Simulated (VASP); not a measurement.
Set up this calculation in VASP 6.6.1, as the native input.

* Task: single point
* Functional: PBEsol
* Potentials or basis: VASP PAW PBE potentials, release 64 (Cu)
* Cutoff: 520 eV
* k mesh: 14 × 14 × 14
* Occupations: methfessel-paxton, width 0.1 eV
* Spin: no spin polarisation
* Dipole correction: no
* Further INCAR settings: ALGO = Normal; EDIFF = 1e-07; NBANDS = 12

The structure of Cu lies in POSCAR:

```
Cu
1.0
   -1.4617792957      1.4617792957      1.3941894056
    1.4617792957     -1.4617792957      1.3941894056
    1.4617792957      1.4617792957     -1.3941894056
Cu
1
Direct
    0.0000000000      0.0000000000      0.0000000000
```

The input as run:

INCAR

```
ALGO = Normal
EDIFF = 1E-7
ENCUT = 520
GGA = PS
ISIF = 2
ISMEAR = 1
LASPH = True
LCHARG = False
LREAL = False
LWAVE = False
NBANDS = 12
NELM = 100
PREC = Accurate
SIGMA = 0.1
```

KPOINTS

```
k-points
0
Gamma
  14 14 14
```

Potentials or basis: VASP PAW PBE potentials, release 64 (Cu).

Command:

```bash
$ cat potpaw_PBE.64/Cu/POTCAR > POTCAR
$ mpirun -np 1 vasp_std > vasp.out
```

Results of the run:

| Property | Result |
| --- | --- |
| Pressure | -6.4 GPa |

Caveat: the PAW data sets were made with another functional, which shifts forces and pressure a little.

Run time: 39 s on 1 thread of AMD EPYC 7R13, with other jobs on the host, peak memory 0.12 GiB.
